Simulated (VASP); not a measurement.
Set up this calculation in VASP 6.6.1, as the native input.

```yaml
Task: single point
Functional: PBEsol
Potentials_or_basis: VASP PAW PBE potentials, release 64 (O)
Cutoff: 520 eV
k_mesh: 14 × 14 × 8
Occupations: fermi-dirac, width 0.05 eV
Spin: no spin polarisation
Dipole_correction: no
Further_INCAR_settings: ALGO = Normal; EDIFF = 1e-07; NBANDS = 13
```

The structure of O lies in POSCAR:

```
O
1.0
    2.5029894065      0.0000000000      0.0000000000
   -1.2514947032      2.1676524114      0.0000000000
    0.0000000000      0.0000000000      4.0548428385
O
2
Direct
    0.3666666667      0.6833333333      0.2750000000
    0.6333333333      0.3166666667      0.7250000000
```

This cell differs from its parent crystal: shortest bond scaled by 1.1.

One way to write it, as run:

INCAR

```
SYSTEM = O
PREC = Accurate
ENCUT = 520
EDIFF = 1E-7
ISMEAR = -1
SIGMA = 0.05
LREAL = .False.
LASPH = .True.
NELM = 60
ALGO = Normal
ISIF = 2
LWAVE = .False.
LCHARG = .False.
GGA = PS
NBANDS = 13
```

KPOINTS

```
Automatic mesh
0
Gamma
  14 14 8
  0 0 0
```

Potentials or basis: VASP PAW PBE potentials, release 64 (O).

Launch:

```bash
$ cat potpaw_PBE.64/O/POTCAR > POTCAR
$ mpirun -np 1 vasp_std > vasp.out
```

It gave:

| Property | Result |
| --- | --- |
| Pressure | -26.4 GPa |
| Largest force | 1.344 eV/Å |
| Band gap on the k mesh | zero (bands 6 and 7 overlap by 1.83 eV) |

Caveat: the cell differs from its parent crystal (shortest bond scaled by 1.1); the stress differs along the axes, from -35 to -22 GPa; the PAW data sets were made with another functional, which shifts forces and pressure a little.

Run time: 39 s on 1 thread of Intel(R) Xeon(R) 6975P-C (Granite Rapids), with other jobs on the host, peak memory 0.2 GiB.
